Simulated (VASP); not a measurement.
# Au (Pm-3m) in VASP: further runs

Au is run at these levels: LDA; tasks: single point.

Program: VASP 6.6.1. These are calculated values, not measurements. Logs are shortened: lines on timing, memory, paths and dates and some standing lists are left out, and cuts for length are marked.

## 1. The cell of the first run

It takes space group Pm-3m (No. 221, cubic). Conventional cell: a = 2.556 Å, b = 2.556 Å, c = 2.556 Å, α = 90.00°, β = 90.00°, γ = 90.00°. Within 3.4 Å of Au (site symmetry m-3m) lie 6 Au at 2.56 Å.

## 2. Single point, LDA (volume scaled by 0.88)

INCAR

```
PREC = Accurate ; ENCUT = 520
EDIFF = 1E-7 ; ISMEAR = -1
SIGMA = 0.1 ; LREAL = F
LASPH = T ; NELM = 100
ALGO = Normal ; ISIF = 2
LWAVE = F ; LCHARG = F
GGA = CA ; NBANDS = 12
```

KPOINTS

```
Automatic mesh
0
Gamma
  13 13 13
```

POSCAR

```
Au
1.0
    2.5560736954      0.0000000000      0.0000000000
    0.0000000000      2.5560736954      0.0000000000
    0.0000000000      0.0000000000      2.5560736954
Au
1
Direct
    0.0000000000      0.0000000000      0.0000000000
```

Potentials or basis: VASP PAW LDA potentials, release 64 (Au).

Run with:

```bash
> cat potpaw_LDA.64/Au/POTCAR > POTCAR
> mpirun -np 1 vasp_std > vasp.out
```

OUTCAR:

```text
PREC = Accurate
   ENCUT = 520
   EDIFF = 1E-7
   ISMEAR = -1
   LREAL = F
   LASPH = T
   NELM = 100
   ISIF = 2
   GGA = CA

 ion  position               nearest neighbor table
   1  0.000  0.000  0.000-

  LATTYP: Found a simple cubic cell.
 ALAT       =     2.5560736954

  Lattice vectors:

 A1 = (   2.5560736954,   0.0000000000,   0.0000000000)
 A2 = (   0.0000000000,   2.5560736954,   0.0000000000)
 A3 = (   0.0000000000,   0.0000000000,   2.5560736954)

Analysis of symmetry for initial positions (statically):
=====================================================================
 Subroutine PRICEL returns:
 Original cell was already a primitive cell.

 Routine SETGRP: Setting up the symmetry group for a
 simple cubic supercell.

 Subroutine GETGRP returns: Found 48 space group operations
 (whereof 48 operations were pure point group operations)
 out of a pool of 48 trial point group operations.

The static configuration has the point symmetry O_h .

Analysis of symmetry for dynamics (positions and initial velocities):
=====================================================================
 Subroutine PRICEL returns:
 Original cell was already a primitive cell.

 Routine SETGRP: Setting up the symmetry group for a
 simple cubic supercell.

 Subroutine GETGRP returns: Found 48 space group operations
 (whereof 48 operations were pure point group operations)
 out of a pool of 48 trial point group operations.

The dynamic configuration has the point symmetry O_h .

 Subroutine INISYM returns: Found 48 space group operations
 (whereof 48 operations are pure point group operations),
 and found     1 'primitive' translations

----------------------------------------------------------------------------------------

                                     Primitive cell

  volume of cell :      16.7001

  direct lattice vectors                    reciprocal lattice vectors
     2.556073695  0.000000000  0.000000000     0.391225027  0.000000000  0.000000000
     0.000000000  2.556073695  0.000000000     0.000000000  0.391225027  0.000000000
     0.000000000  0.000000000  2.556073695     0.000000000  0.000000000  0.391225027

  length of vectors
     2.556073695  2.556073695  2.556073695     0.391225027  0.391225027  0.391225027

  position of ions in fractional coordinates (direct lattice)
     0.000000000  0.000000000  0.000000000

  ion indices of the primitive-cell ions
   primitive index   ion index
                 1           1

----------------------------------------------------------------------------------------
[... 80 lines left out ...]
   PSTRESS=    0.0 pullay stress
   NELECT =      11.0000    total number of electrons
   NUPDOWN=      -1.0000    fix difference up-down
   EMIN   =  10.00;   EMAX   =-10.00  energy-range for DOS
   EFERMI =   0.00;   METHOD = LEGACY
   ISMEAR =    -1;   SIGMA  =   0.10  broadening in eV -4-tet -1-fermi 0-gaus
   EFERMI_NEDOS =   21; number of points for ismear=-14 and -15
   IALGO  =     38    algorithm
   IMIX   =      4    mixing-type and parameters
     AMIX     =   0.40;   BMIX     =  1.00
     AMIX_MAG =   1.60;   BMIX_MAG =  1.00
  volume/ion in A,a.u.               =      16.70       112.70
  Fermi-wavevector in a.u.,A,eV,Ry     =   1.424401  2.691728 27.605119  2.028919
  Thomas-Fermi vector in A             =   2.544896
   LORBIT       =      0    0 simple, 1 ext, 2 COOP (PROOUT), +10 PAW based schemes
   GGA     = CA    functional components
   LHFCALC =     F    Hartree Fock is set to
   AEXX    =    0.0000 exact exchange contribution
   IVDW    =     0    specifies the selected vdW correction
   LEPSILON=     F    determine dielectric tensor
   LRPA    =     F    only Hartree local field effects (RPA)
 non-spin polarized calculation
  energy-cutoff  :      520.00
  volume of cell :       16.70
 maximum number of plane-waves:       462
 NGX is ok and might be reduce to    20
   NGX =  9   NGY =  9   NGZ =  9

 number of electron      10.9999997 magnetization

 Free energy of the ion-electron system (eV)
  ---------------------------------------------------
  ext. energy  EPLUGINS =         0.00000000
  ---------------------------------------------------
  free energy    TOTEN  =        -3.99449770 eV

  energy without entropy =       -3.97918324  energy(sigma->0) =       -3.98684047

 E-fermi :   9.3560     XC(G=0): -12.9710

 val. band max:        9.3301892075   @ k =   0.4615   0.4615   0.2308
 cond. band min:       9.3825564635   @ k =   0.4615   0.4615   0.3077
 fundamental gap:      0.0523672560
 Fermi energy:         9.3560403000

 k-point     1 :       0.0000    0.0000    0.0000
  band No.  band energies     occupation
      1      -0.4693      2.00000
      2       1.9244      2.00000
      3       1.9244      2.00000
      4       7.9276      2.00000
      5       7.9276      2.00000
      6       7.9276      2.00000
      7      24.2730      0.00000
      8      24.2730      0.00000
      9      24.2730      0.00000
     10      30.3499      0.00000
     11      33.0133      0.00000
     12      33.0133      0.00000
[... 331 lines left out ...]
 k-point    24 :       0.3846    0.3077    0.0000
  band No.  band energies     occupation
      1       2.5972      2.00000
      2       2.9710      2.00000
      3       6.1197      2.00000
      4       6.2695      2.00000
      5       6.7097      2.00000
      6       8.6833      1.99761
      7      15.7598      0.00000
      8      20.7350      0.00000
      9      25.7413      0.00000
     10      30.2853      0.00000
     11      33.1414      0.00000
     12      33.6587      0.00000

 [... further k-points ...]

------------------------ aborting loop because EDIFF is reached ----------------------------------------

  FORCE on cell =-STRESS in cart. coord.  units (eV):
  Direction    XX          YY          ZZ          XY          YZ          ZX
  --------------------------------------------------------------------------------------
  -------------------------------------------------------------------------------------
  Total        2.8883897      2.8883897      2.8883897      0.0000000     -0.0000000      0.0000000
  in kB      277.1062083    277.1062083    277.1062083      0.0000000     -0.0000000      0.0000000
  external PRESSURE =     277.1062083 kB  Pullay stress =       0.0000000 kB

 VOLUME and BASIS-vectors are now :
 -----------------------------------------------------------------------------
  energy-cutoff  :      520.00
  volume of cell :       16.70
      direct lattice vectors                 reciprocal lattice vectors
     2.556073695  0.000000000  0.000000000     0.391225027  0.000000000  0.000000000
     0.000000000  2.556073695  0.000000000     0.000000000  0.391225027  0.000000000
     0.000000000  0.000000000  2.556073695     0.000000000  0.000000000  0.391225027

 POSITION                                       TOTAL-FORCE (eV/Angst)
 -----------------------------------------------------------------------------------
      0.00000      0.00000      0.00000         0.000000      0.000000      0.000000
 -----------------------------------------------------------------------------------
    total drift:                               -0.000000      0.000000     -0.000000

  FREE ENERGIE OF THE ION-ELECTRON SYSTEM (eV)
  ---------------------------------------------------
  free  energy   TOTEN  =        -3.9944976953 eV

  energy  without entropy=       -3.9791832444  energy(sigma->0) =       -3.98684047
```

OSZICAR:

```text
N       E                     dE             d eps       ncg     rms          rms(c)
DAV:   1     0.501365224793E+02    0.50137E+02   -0.56197E+03  2064   0.819E+02
DAV:   2    -0.367294406681E+01   -0.53809E+02   -0.51149E+02  2384   0.192E+02
DAV:   3    -0.437958312025E+01   -0.70664E+00   -0.70606E+00  2376   0.211E+01
DAV:   4    -0.438217167872E+01   -0.25886E-02   -0.25884E-02  2284   0.145E+00
DAV:   5    -0.438219182762E+01   -0.20149E-04   -0.20150E-04  2392   0.122E-01    0.120E+01
DAV:   6    -0.402661199279E+01    0.35558E+00   -0.90719E-01  2124   0.767E+00    0.765E+00
DAV:   7    -0.399954803181E+01    0.27064E-01   -0.49343E-02  2332   0.179E+00    0.357E+00
DAV:   8    -0.399450854465E+01    0.50395E-02   -0.31664E-03  2288   0.546E-01    0.265E-01
DAV:   9    -0.399449711498E+01    0.11430E-04   -0.68631E-05  2244   0.725E-02    0.475E-02
DAV:  10    -0.399449769943E+01   -0.58446E-06   -0.25005E-06  2336   0.138E-02    0.678E-04
DAV:  11    -0.399449769530E+01    0.41348E-08   -0.50416E-08  1792   0.181E-03
   1 F= -.39944977E+01 E0= -.39868405E+01  d E =-.153145E-01
```

stdout:

```text
POSCAR found type information on POSCAR Au
 POSCAR found :  1 types and       1 ions
 scaLAPACK will be used
 LDA part: xc-table for (Slater(with rela. corr.)+CA(PZ))
 , standard interpolation
 POSCAR, INCAR and KPOINTS ok, starting setup
 FFT: planning ... GRIDC
 FFT: planning ... GRID_SOFT
 FFT: planning ... GRID
 WAVECAR not read
 entering main loop
```

Wall time 7.6 s (1 thread of AMD EPYC 7R13 (Zen 3), shared host); peak memory 0.1 GiB.

What came out:

- Free energy: -3.9945 eV
- Pressure: 27.7 GPa

Caveat: the cell differs from its parent crystal (volume scaled by 0.88); spin-orbit coupling is left out, which moves the levels of the heavy elements.

## 3. Single point, LDA (volume scaled by 0.92)

INCAR

```
ALGO     = Normal         # electronic algorithm
EDIFF    = 1E-6           # SCF threshold, eV
ENCUT    = 520            # plane-wave cutoff, eV
ISIF     = 2              # what is computed and relaxed
ISMEAR   = -1             # smearing method
LASPH    = True           # aspherical terms in the spheres
LCHARG   = False          # write CHGCAR
LREAL    = False          # projectors in reciprocal space
LWAVE    = False          # write WAVECAR
NBANDS   = 12             # bands
NELM     = 60             # most SCF steps
PREC     = Accurate       # precision mode
SIGMA    = 0.1            # smearing width, eV
```

KPOINTS

```
k-points
0
Gamma
  13 13 13
```

POSCAR

```
Au
1.0
    2.5942296744      0.0000000000      0.0000000000
    0.0000000000      2.5942296744      0.0000000000
    0.0000000000      0.0000000000      2.5942296744
Au
1
Direct
    0.0000000000      0.0000000000      0.0000000000
```

Potentials or basis: VASP PAW LDA potentials, release 64 (Au).

Run with:

```bash
> cat potpaw_LDA.64/Au/POTCAR > POTCAR
> mpirun -np 1 vasp_std > vasp.out
```

Wall time 8 s (1 thread of AMD EPYC 7R13 (Zen 3), shared host); peak memory 0.1 GiB.

It converged, with:

| Quantity | Value |
| --- | --- |
| Free energy | -4.0981 eV |
| Pressure | 16.3 GPa |

Levels at points of the mesh, in eV from the Fermi level:
```
           k point  band 4  band 5  band 6  band 7  band 8  band 9
(0.00, 0.00, 0.00)   -1.38   -1.38   -1.38   14.72   14.72   14.72
```

Caveat: the cell differs from its parent crystal (volume scaled by 0.92); spin-orbit coupling is left out, which moves the levels of the heavy elements.

## 4. Single point, LDA (volume scaled by 0.96)

INCAR

```
SYSTEM = Au
  PREC = Accurate
  ENCUT = 520
  EDIFF = 1E-6
  ISMEAR = -1
  SIGMA = 0.1
  LREAL = .False.
  LASPH = .True.
  NELM = 80
  ALGO = Normal
  ISIF = 2
  LWAVE = .False.
  LCHARG = .True.
  GGA = CA
  LELF = .True.
  LVHAR = .True.
  NBANDS = 12
```

KPOINTS

```
regular mesh
0
Gamma
  13 13 13
  0 0 0
```

POSCAR

```
Au
1.0
    2.6312951060      0.0000000000      0.0000000000
    0.0000000000      2.6312951060      0.0000000000
    0.0000000000      0.0000000000      2.6312951060
Au
1
Direct
    0.0000000000      0.0000000000      0.0000000000
```

Run with:

```bash
> cat potpaw_LDA.64/Au/POTCAR > POTCAR
> mpirun -np 1 vasp_std > vasp.out
```

It took 8.8 s on 1 thread of AMD EPYC 7R13 (Zen 3), shared host; peak memory 0.1 GiB.

Results (log left out):

- Free energy: -4.1539 eV
- Pressure: 7.4 GPa

Levels at points of the mesh, in eV from the Fermi level:
| k point | band 3 | band 4 | band 5 | band 6 | band 7 | band 8 | band 9 | band 10 |
| --- | --- | --- | --- | --- | --- | --- | --- | --- |
| (0.00, 0.00, 0.00) | -6.57 | -1.35 | -1.35 | -1.35 | 14.53 | 14.53 | 14.53 | 20.11 |

Caveat: the cell differs from its parent crystal (volume scaled by 0.96); spin-orbit coupling is left out, which moves the levels of the heavy elements.

## 5. Single point, LDA

This run uses another cell than the first one, of 18.98 Å³/atom, 1.136 times its volume.

INCAR

```
SYSTEM = Au
  PREC = Accurate
  ENCUT = 520
  EDIFF = 1E-6
  ISMEAR = -1
  SIGMA = 0.1
  LREAL = .False.
  LASPH = .True.
  NELM = 100
  ALGO = Normal
  ISIF = 2
  LWAVE = .False.
  LCHARG = .False.
  NBANDS = 12
```

KPOINTS

```
Automatic mesh
0
Gamma
  12 12 12
  0 0 0
```

POSCAR

```
Au
1.0
    2.6673447241      0.0000000000      0.0000000000
    0.0000000000      2.6673447241      0.0000000000
    0.0000000000      0.0000000000      2.6673447241
Au
1
Direct
    0.0000000000      0.0000000000      0.0000000000
```

Run with:

```bash
> cat potpaw_LDA.64/Au/POTCAR > POTCAR
> mpirun -np 1 vasp_std > vasp.out
```

Wall time 8.3 s (1 thread of AMD EPYC 7R13 (Zen 3), shared host); peak memory 0.1 GiB.

The run converged. Its results:

| Property | Result |
| --- | --- |
| Free energy | -4.1717 eV |
| Pressure | 0.5 GPa |

Levels at points of the mesh, in eV from the Fermi level:
```
           k point  band 3  band 4  band 5  band 6  band 7  band 8
(0.00, 0.00, 0.00)   -6.27   -1.38   -1.38   -1.38   14.27   14.27
(0.50, 0.00, 0.00)   -3.08   -3.08   -1.22   -0.85    2.47   16.40
(0.50, 0.50, 0.00)   -2.77   -2.77   -0.09    3.78    3.78    7.26
(0.50, 0.50, 0.50)   -5.45    0.02    0.02    8.79    8.79    8.79
```

Caveat: spin-orbit coupling is left out, which moves the levels of the heavy elements.

## 6. The runs side by side

| cell | k mesh | gap on the mesh (eV) | pressure (GPa) |
| --- | --- | --- | --- |
| a = 2.556 Å, 1 atom | 13 × 13 × 13 | none | 27.7 |
| a = 2.594 Å, 1 atom | 13 × 13 × 13 | none | 16.3 |
| a = 2.631 Å, 1 atom | 13 × 13 × 13 | none | 7.4 |
| a = 2.667 Å, 1 atom | 12 × 12 × 12 | none | 0.5 |

Alike in all rows: task single point; level LDA; potentials or basis VASP PAW LDA potentials, release 64 (Au); no spin polarisation; cutoff (eV) 520; smearing fermi-dirac 0.1 eV.

Caveats: spin-orbit coupling is left out, which moves the levels of the heavy elements.

Total energies depend on the potentials used, so only differences within one code and one set of settings carry meaning.
